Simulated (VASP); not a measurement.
# BeH (F-43m) in VASP: further runs

BeH is run at these levels: PBE; tasks: single point, relaxation of cell and atoms.

Everything below comes from runs of VASP 6.6.1. Logs are shortened: lines on timing, memory, paths and dates and some standing lists are left out, and cuts for length are marked.

## 1. The cell of the first run

Symmetry: F-43m, No. 216, cubic system. Conventional cell: a = 3.660 Å, b = 3.660 Å, c = 3.660 Å, α = 90.00°, β = 90.00°, γ = 90.00°. Be (site symmetry -43m) has 4 H at 1.58 Å within 2.1 Å. H (site symmetry -43m) has 4 Be at 1.58 Å within 2.1 Å.

## 2. Single point, PBE

File INCAR:

```
SYSTEM = BeH
PREC = Accurate ; ENCUT = 520
EDIFF = 1E-6 ; ISMEAR = 0
SIGMA = 0.1 ; LREAL = .FALSE.
LASPH = .TRUE. ; NELM = 60
ALGO = Normal ; ISIF = 2
LWAVE = .FALSE. ; LCHARG = .FALSE.
GGA = PE ; NBANDS = 8
```

File KPOINTS:

```
regular mesh
0
G
  8 8 8
  0 0 0
```

File POSCAR:

```
BeH
1.0
    0.0000000000      1.8298064023      1.8298064023
    1.8298064023      0.0000000000      1.8298064023
    1.8298064023      1.8298064023      0.0000000000
Be H
1 1
Direct
    0.0000000000      0.0000000000      0.0000000000
    0.7500000000      0.7500000000      0.7500000000
```

Potentials or basis: VASP PAW PBE potentials, release 64 (Be, H).

Launch:

```
$ cat potpaw_PBE.64/Be/POTCAR potpaw_PBE.64/H/POTCAR > POTCAR
$ mpirun -np 1 vasp_std > vasp.out
```

OUTCAR:

```text
SYSTEM = BeH
   PREC = Accurate
   ENCUT = 520
   EDIFF = 1E-6
   ISMEAR = 0
   LREAL = .FALSE.
   LASPH = .TRUE.
   NELM = 60
   ISIF = 2
   GGA = PE

 ion  position               nearest neighbor table
   1  0.000  0.000  0.000-   2 1.58   2 1.58   2 1.58   2 1.58
   2  0.750  0.750  0.750-   1 1.58   1 1.58   1 1.58   1 1.58

  LATTYP: Found a face centered cubic cell.
 ALAT       =     3.6596128046

  Lattice vectors:

 A1 = (   0.0000000000,   1.8298064023,   1.8298064023)
 A2 = (   1.8298064023,   0.0000000000,   1.8298064023)
 A3 = (   1.8298064023,   1.8298064023,   0.0000000000)

Analysis of symmetry for initial positions (statically):
=====================================================================
 Subroutine PRICEL returns:
 Original cell was already a primitive cell.

 Routine SETGRP: Setting up the symmetry group for a
 face centered cubic supercell.

 Subroutine GETGRP returns: Found 24 space group operations
 (whereof 24 operations were pure point group operations)
 out of a pool of 48 trial point group operations.

The static configuration has the point symmetry T_d .

Analysis of symmetry for dynamics (positions and initial velocities):
=====================================================================
 Subroutine PRICEL returns:
 Original cell was already a primitive cell.

 Routine SETGRP: Setting up the symmetry group for a
 face centered cubic supercell.

 Subroutine GETGRP returns: Found 24 space group operations
 (whereof 24 operations were pure point group operations)
 out of a pool of 48 trial point group operations.

The dynamic configuration has the point symmetry T_d .

 Subroutine INISYM returns: Found 24 space group operations
 (whereof 24 operations are pure point group operations),
 and found     1 'primitive' translations

----------------------------------------------------------------------------------------

                                     Primitive cell

  volume of cell :      12.2531

  direct lattice vectors                    reciprocal lattice vectors
     0.000000000  1.829806402  1.829806402    -0.273252951  0.273252951  0.273252951
     1.829806402  0.000000000  1.829806402     0.273252951 -0.273252951  0.273252951
     1.829806402  1.829806402  0.000000000     0.273252951  0.273252951 -0.273252951

  length of vectors
     2.587737031  2.587737031  2.587737031     0.473287995  0.473287995  0.473287995

  position of ions in fractional coordinates (direct lattice)
     0.000000000  0.000000000  0.000000000
     0.750000000  0.750000000  0.750000000

  ion indices of the primitive-cell ions
   primitive index   ion index
                 1           1
                 2           2

----------------------------------------------------------------------------------------

 KPOINTS: regular mesh

Automatic generation of k-mesh.
 Grid dimensions read from file:
 generate k-points for:    8    8    8

 Generating k-lattice:

  Cartesian coordinates                     Fractional coordinates (reciprocal lattice)
    -0.034156619  0.034156619  0.034156619     0.125000000  0.000000000  0.000000000
     0.034156619 -0.034156619  0.034156619     0.000000000  0.125000000  0.000000000
     0.034156619  0.034156619 -0.034156619     0.000000000  0.000000000  0.125000000

  Length of vectors
     0.059160999  0.059160999  0.059160999

  Shift w.r.t. Gamma in fractional coordinates (k-lattice)
     0.000000000  0.000000000  0.000000000

 Subroutine IBZKPT returns following result:
 ===========================================

 Found     29 irreducible k-points:

 Following reciprocal coordinates:
            Coordinates               Weight
  0.000000  0.000000  0.000000      1.000000
  0.125000  0.000000  0.000000      8.000000
  0.250000  0.000000  0.000000      8.000000
  0.375000  0.000000  0.000000      8.000000
  0.500000  0.000000  0.000000      4.000000
  0.125000  0.125000  0.000000      6.000000
[... 16 lines left out ...]
  0.500000  0.250000  0.125000     48.000000
 -0.375000  0.250000  0.125000     24.000000
 [... further k-points ...]
   k-points           NKPTS =     29   k-points in BZ     NKDIM =     29   number of bands    NBANDS=      8
   number of dos      NEDOS =    301   number of ions     NIONS =      2
   total plane-waves  NPLWV =   8000
   dimension x,y,z NGX =    20 NGY =   20 NGZ =   20
   dimension x,y,z NGXF=    40 NGYF=   40 NGZF=   40
   ions per type =               1   1
   NGX,Y,Z   is equivalent  to a cutoff of  12.85, 12.85, 12.85 a.u.
   NGXF,Y,Z  is equivalent  to a cutoff of  25.70, 25.70, 25.70 a.u.
 SYSTEM =  BeH
   PREC   = accura    normal or accurate (medium, high low for compatibility)
   ISTART =      0    job   : 0-new  1-cont  2-samecut
   ICHARG =      2    charge: 1-file 2-atom 10-const
   ISPIN  =      1    spin polarized calculation?
   LNONCOLLINEAR =      F non collinear calculations
   LSORBIT =      F    spin-orbit coupling
   LASPH  =      T    aspherical Exc in radial PAW
   ENCUT  =  520.0 eV  38.22 Ry    6.18 a.u.   4.81  4.81  4.81*2*pi/ulx,y,z
   NELM   =     60;   NELMIN=  2; NELMDL= -5     # of ELM steps
   EDIFF  = 0.1E-05   stopping-criterion for ELM
   LREAL  =      F    real-space projection
   EDIFFG = 0.1E-04   stopping-criterion for IOM
   NSW    =      0    number of steps for IOM
   IBRION =     -1    ionic relax: 0-MD 1-quasi-New 2-CG
   NFREE  =      0    steps in history (QN), initial steepest desc. (CG)
   ISIF   =      2    stress and relaxation
   ISYM   =      2    0-nonsym 1-usesym 2-fastsym
   POTIM  = 0.5000    time-step for ionic-motion
   TEBEG  =    0.0;   TEEND  =   0.0 temperature during run
   PSTRESS=    0.0 pullay stress
   NELECT =       3.0000    total number of electrons
   NUPDOWN=      -1.0000    fix difference up-down
   EMIN   =  10.00;   EMAX   =-10.00  energy-range for DOS
   EFERMI =   0.00;   METHOD = LEGACY
   ISMEAR =     0;   SIGMA  =   0.10  broadening in eV -4-tet -1-fermi 0-gaus
   EFERMI_NEDOS =   21; number of points for ismear=-14 and -15
   IALGO  =     38    algorithm
   IMIX   =      4    mixing-type and parameters
     AMIX     =   0.40;   BMIX     =  1.00
     AMIX_MAG =   1.60;   BMIX_MAG =  1.00
  volume/ion in A,a.u.               =       6.13        41.34
  Fermi-wavevector in a.u.,A,eV,Ry     =   1.024158  1.935377 14.271133  1.048899
  Thomas-Fermi vector in A             =   2.157930
   LORBIT       =      0    0 simple, 1 ext, 2 COOP (PROOUT), +10 PAW based schemes
   GGA     = PE    functional components
   LHFCALC =     F    Hartree Fock is set to
   AEXX    =    0.0000 exact exchange contribution
   IVDW    =     0    specifies the selected vdW correction
   LEPSILON=     F    determine dielectric tensor
   LRPA    =     F    only Hartree local field effects (RPA)
 non-spin polarized calculation
 Gauss-broadening in eV      SIGMA  =   0.10
  energy-cutoff  :      520.00
  volume of cell :       12.25
 maximum number of plane-waves:       343
   NGX =  9   NGY =  9   NGZ =  9

 number of electron       3.0000000 magnetization

 Free energy of the ion-electron system (eV)
  ---------------------------------------------------
  ext. energy  EPLUGINS =         0.00000000
  ---------------------------------------------------
  free energy    TOTEN  =        -6.18089210 eV

  energy without entropy =       -6.17746940  energy(sigma->0) =       -6.17918075

 E-fermi :   5.2322     XC(G=0): -10.1554

 val. band max:        5.1644479278   @ k =   0.5000   0.2500   0.1250
 cond. band min:       5.3779861988   @ k =  -0.2500   0.5000   0.2500
 fundamental gap:      0.2135382710
 Fermi energy:         5.2321650718

 k-point     1 :       0.0000    0.0000    0.0000
  band No.  band energies     occupation
      1      -7.5740      2.00000
      2      17.8374      0.00000
      3      18.1505      0.00000
      4      18.1505      0.00000
      5      18.1505      0.00000
      6      25.0522      0.00000
      7      25.0522      0.00000
      8      25.0522      0.00000

 k-point     2 :       0.1250    0.0000    0.0000
  band No.  band energies     occupation
      1      -7.1707      2.00000
      2      14.2070      0.00000
      3      17.5571      0.00000
      4      17.5571      0.00000
      5      18.2987      0.00000
      6      26.0514      0.00000
      7      26.0514      0.00000
      8      28.9175      0.00000

 k-point     3 :       0.2500    0.0000    0.0000
  band No.  band energies     occupation
      1      -5.9811      2.00000
      2       8.9575      0.00000
      3      16.6036      0.00000
      4      16.6036      0.00000
      5      19.0454      0.00000
      6      26.0475      0.00000
      7      26.0475      0.00000
      8      28.3193      0.00000

 k-point     4 :       0.3750    0.0000    0.0000
  band No.  band energies     occupation
      1      -4.1493      2.00000
      2       4.5244      2.00000
      3      15.9826      0.00000
      4      15.9826      0.00000
      5      19.7475      0.00000
      6      24.4527      0.00000
      7      24.4527      0.00000
      8      27.2959      0.00000

 k-point     5 :       0.5000    0.0000    0.0000
  band No.  band energies     occupation
      1      -2.7734      2.00000
      2       2.2650      2.00000
      3      15.7853      0.00000
      4      15.7853      0.00000
      5      19.9932      0.00000
      6      23.7864      0.00000
      7      23.7864      0.00000
      8      27.1786      0.00000
[... 177 lines left out ...]
 k-point    22 :       0.3750    0.2500    0.1250
  band No.  band energies     occupation
      1      -4.9561      2.00000
      2       8.5960      0.00000
      3      12.1269      0.00000
      4      15.2221      0.00000
      5      18.5185      0.00000
      6      22.6159      0.00000
      7      28.7755      0.00000
      8      31.2684      0.00000

 k-point    23 :       0.5000    0.2500    0.1250
  band No.  band energies     occupation
      1      -3.1955      2.00000
      2       5.1644      1.66177
      3      11.2365      0.00000
      4      13.3545      0.00000
      5      19.3902      0.00000
      6      23.3486      0.00000
      7      28.2021      0.00000
      8      32.2907      0.00000

 k-point    24 :      -0.3750    0.2500    0.1250
  band No.  band energies     occupation
      1      -1.9092      2.00000
      2       3.1609      2.00000
      3      11.3874      0.00000
      4      12.3228      0.00000
      5      19.4715      0.00000
      6      24.1583      0.00000
      7      28.6359      0.00000
      8      31.2285      0.00000

 [... further k-points ...]

------------------------ aborting loop because EDIFF is reached ----------------------------------------

  FORCE on cell =-STRESS in cart. coord.  units (eV):
  Direction    XX          YY          ZZ          XY          YZ          ZX
  --------------------------------------------------------------------------------------
  -------------------------------------------------------------------------------------
  Total       -0.0170078     -0.0170078     -0.0170078      0.0000000      0.0000000     -0.0000000
  in kB       -2.2238881     -2.2238881     -2.2238881      0.0000000      0.0000000     -0.0000000
  external PRESSURE =      -2.2238881 kB  Pullay stress =       0.0000000 kB

 VOLUME and BASIS-vectors are now :
 -----------------------------------------------------------------------------
  energy-cutoff  :      520.00
  volume of cell :       12.25
      direct lattice vectors                 reciprocal lattice vectors
     0.000000000  1.829806402  1.829806402    -0.273252951  0.273252951  0.273252951
     1.829806402  0.000000000  1.829806402     0.273252951 -0.273252951  0.273252951
     1.829806402  1.829806402  0.000000000     0.273252951  0.273252951 -0.273252951

 POSITION                                       TOTAL-FORCE (eV/Angst)
 -----------------------------------------------------------------------------------
      0.00000      0.00000      0.00000         0.000000      0.000000      0.000000
      2.74471      2.74471      2.74471        -0.000000     -0.000000     -0.000000
 -----------------------------------------------------------------------------------
    total drift:                                0.000000      0.000000      0.000000

  FREE ENERGIE OF THE ION-ELECTRON SYSTEM (eV)
  ---------------------------------------------------
  free  energy   TOTEN  =        -6.1808921003 eV

  energy  without entropy=       -6.1774694016  energy(sigma->0) =       -6.17918075
```

It took 2.1 s on 1 thread of AMD EPYC 9R45 (Zen 5), shared host; peak memory 0.08 GiB.

What came out:

```yaml
Free_energy: -6.1809 eV
Pressure: -0.2 GPa
Band_gap_on_the_k_mesh: zero (an odd number of electrons rules out a gap without spin polarisation)
```

Caveat: the k points lie up to 0.37 Å⁻¹ apart, too coarse for converged energies and pressures of a metal.

(Continued in part 2 of 2.)

The gap in the log of VASP goes by the Fermi energy; the results here count the filled bands.